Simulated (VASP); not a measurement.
Input of a VASP 6.6.1 run:

The input INCAR:

```
SYSTEM = MgO
  PREC = Accurate
  ENCUT = 600
  EDIFF = 1E-7
  ISMEAR = -1
  SIGMA = 0.03
  LREAL = .FALSE.
  LASPH = .TRUE.
  NELM = 120
  ALGO = Normal
  ISIF = 3
  LWAVE = .FALSE.
  LCHARG = .FALSE.
  GGA = PS
  IBRION = 2
  NSW = 100
  EDIFFG = -0.01
  GGA_COMPAT = .FALSE.
  NELMIN = 4
```

The input KPOINTS:

```
Automatic mesh
0
G
  9 9 4
  0 0 0
```

The input POSCAR:

```
MgO
1.0
    2.8337912100      0.0000000000      0.0000000000
   -1.4168956050      2.4541351769      0.0000000000
    0.0000000000      0.0000000000      4.6190796723
Mg O
2 2
Direct
    0.0000000000      0.0000000000      0.0000000000
    0.0000000000      0.0000000000      0.5000000000
    0.3333333333      0.6666666667      0.2500000000
    0.6666666667      0.3333333333      0.7500000000
```

Potentials or basis: VASP PAW PBE potentials, release 64 (Mg, O).

Run with:

```console
$ cat potpaw_PBE.64/Mg/POTCAR potpaw_PBE.64/O/POTCAR > POTCAR
$ mpirun -np 1 vasp_std > vasp.out
```

What does it give for the relaxed volume?

9.47 Å³/atom.

Estimate the relaxed cell.

a = 2.926 Å, b = 2.926 Å, c = 5.108 Å, α = 90.00°, β = 90.00°, γ = 120.00°.

Predict the band gap on the k mesh.

4.30 eV.

Step by step:
| step | energy change (eV) | largest force (eV/Å) | pressure (GPa) | volume (Å³) |
| --- | --- | --- | --- | --- |
| 1 | 0.0000 | 0.0000 | 37.15 | 32.12 |
| 2 | -0.6009 | 0.0000 | -11.99 | 41.46 |
| 3 | -0.7644 | 0.0000 | -0.60 | 38.04 |
| 4 | -0.7643 | 0.0000 | -1.11 | 38.16 |
| 5 | -0.7664 | 0.0000 | -0.34 | 37.94 |
| 6 | -0.7665 | 0.0000 | -0.47 | 37.98 |
| 7 | -0.7667 | 0.0000 | 0.12 | 37.84 |
| 8 | -0.7667 | 0.0000 | 0.00 | 37.87 |

Caveat: the volume moved by over 15 % at a fixed basis, so the end points are rough; the PAW data sets were made with another functional, which shifts forces and pressure a little.
